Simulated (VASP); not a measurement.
A run of VASP 6.6.1 is set up as follows.

INCAR

```
PREC = Accurate
ENCUT = 520
EDIFF = 1E-6
ISMEAR = 0
SIGMA = 0.02
LREAL = Auto
LASPH = T
NELM = 100
ALGO = Normal
ISIF = 2
LWAVE = F
LCHARG = F
GGA = CA
NBANDS = 82
```

File KPOINTS:

```
Automatic mesh
0
Gamma
  6 4 4
```

File POSCAR:

```
SiO2
1.0
    4.8627542764      0.0000000000      0.0000000000
    0.0000000000      8.6520013725      0.0000000000
    0.0000000000      0.0000000000      8.5070050133
Si O
8 16
Direct
    0.9198680301      0.1705056916      0.1849268990
    0.0801319699      0.8294943084      0.1849268990
    0.4198680301      0.3294943084      0.3150731010
    0.9198680301      0.1705056916      0.8150731010
    0.0801319699      0.8294943084      0.8150731010
    0.4198680301      0.3294943084      0.6849268990
    0.5801319699      0.6705056916      0.3150731010
    0.5801319699      0.6705056916      0.6849268990
    0.0228762719      0.8149403314      0.0000000000
    0.5000000000      0.5000000000      0.2558200051
    0.5228762719      0.6850596686      0.5000000000
    0.9771237281      0.1850596686      0.0000000000
    0.1008194091      0.2965477657      0.7218116318
    0.8991805909      0.7034522343      0.7218116318
    0.0000000000      0.0000000000      0.7558200051
    0.6008194091      0.2034522343      0.2218116318
    0.3991805909      0.7965477657      0.2218116318
    0.5000000000      0.5000000000      0.7441799949
    0.3991805909      0.7965477657      0.7781883682
    0.1008194091      0.2965477657      0.2781883682
    0.6008194091      0.2034522343      0.7781883682
    0.4771237281      0.3149403314      0.5000000000
    0.0000000000      0.0000000000      0.2441799949
    0.8991805909      0.7034522343      0.2781883682
```

Potentials or basis: VASP PAW LDA potentials, release 64 (Si, O).

Launch:

```console
$ cat potpaw_LDA.64/Si/POTCAR potpaw_LDA.64/O/POTCAR > POTCAR
$ mpirun -np 1 vasp_std > vasp.out
```

Task: What does it give for the band gap on the k mesh?

Result: 5.61 eV (least direct gap 5.68 eV).

Task: Estimate the largest force.

Result: 0.037 eV/Å.

Task: Estimate the pressure.

Result: 1.0 GPa.

Stress tensor (GPa, compression positive):
```
0.98 0.00 0.00
0.00 1.02 0.00
0.00 0.00 0.91
```

A k mesh can miss the band edges.
